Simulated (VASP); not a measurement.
# MgO: single point with PBE

The system is MgO.

```
Mg O
1.0
     0.00000    2.07704    2.07704
     2.07704    0.00000    2.07704
     2.07704    2.07704    0.00000
Mg O
1 1
Direct
  0.00000 0.00000 0.00000
  0.50000 0.50000 0.50000
```

```json
{"Program": "VASP 6.6.1", "Task": "single point", "Functional": "PBE", "Potentials or basis": "VASP PAW PBE potentials, release 64 (Mg, O)", "Cutoff": "600 eV", "k mesh": "3 × 3 × 3", "Occupations": "gaussian, width 0.01 eV", "Spin": "no spin polarisation"}
```

| Property | Result |
| --- | --- |
| Pressure | 11.8 GPa |
| Band gap on the k mesh | 5.10 eV, direct |

Levels at points of the mesh, in eV from the valence-band top:
```tsv
k point	band 2	band 3	band 4	band 5	band 6	band 7
(0.00, 0.00, 0.00)	0.00	0.00	0.00	5.10	15.97	15.97
```

Run time: 2.4 s on 1 thread of Intel(R) Xeon(R) Platinum 8375C CPU @ 2.90GHz (Ice Lake), on a shared host, peak memory 0.13 GiB.

Caveat: the k points lie up to 0.87 Å⁻¹ apart.
